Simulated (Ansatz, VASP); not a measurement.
# NaH: VASP beside Ansatz

File INCAR:

```
SYSTEM = NaH
  PREC = Accurate
  ENCUT = 520
  EDIFF = 1E-7
  ISMEAR = -1
  SIGMA = 0.05
  LREAL = .False.
  LASPH = .True.
  NELM = 100
  ALGO = Normal
  ISIF = 2
  LWAVE = .False.
  LCHARG = .False.
  GGA = PS
  NBANDS = 11
```

Contents of KPOINTS:

```
Automatic mesh
0
Gamma
  9 9 9
  0 0 0
```

The input POSCAR:

```
NaH
1.0
    0.0000000000      2.4070229845      2.4070229845
    2.4070229845      0.0000000000      2.4070229845
    2.4070229845      2.4070229845      0.0000000000
Na H
1 1
Direct
    0.0000000000      0.0000000000      0.0000000000
    0.5000000000      0.5000000000      0.5000000000
```

input.yaml

```yaml
crystal:
  lattice:
    - [0.0, 2.4070229845, 2.4070229845]
    - [2.4070229845, 0.0, 2.4070229845]
    - [2.4070229845, 2.4070229845, 0.0]
  atoms:
    - { symbol: Na, position: [0.0, 0.0, 0.0] }
    - { symbol: H, position: [0.5, 0.5, 0.5] }
kpoints:
  mp_grid: { grid: [9, 9, 9] }
scf:
  occupations: { method: fermi_dirac, width: 0.05 }
hamiltonian:
  xc: pbesol
  pseudopotentials: { kind: all_electron, lapw: { basis_error: 0.001 } }
output:
  forces: true
  stress: true
  eigenvalues: true
```

Change from the starting cell: volume scaled by 0.96.

Alike in both runs: task single point; functional PBEsol; k mesh 9 × 9 × 9; occupations fermi-dirac, width 0.05 eV; no spin polarisation.

|  | VASP | Ansatz |
| --- | --- | --- |
| version | VASP 6.6.1 | Ansatz 0.2.0 |
| potentials or method | VASP PAW PBE potentials, release 64 (Na_pv, H), cutoff 520 eV | all-electron LAPW, scalar-relativistic |

Ansatz gave:

* gap on the k mesh at the Fermi level (eV): 3.89
* least direct gap on the mesh (eV): 4.64
* pressure (GPa): -0.3

Question: Estimate VASP's values.

Answer: gap on the k mesh at the Fermi level (eV): 3.89; least direct gap on the mesh (eV): 4.63; pressure (GPa): -0.3.

VASP's potentials were made for PBE, not for PBEsol. Ansatz ran all-electron here, and VASP with PAW potentials.
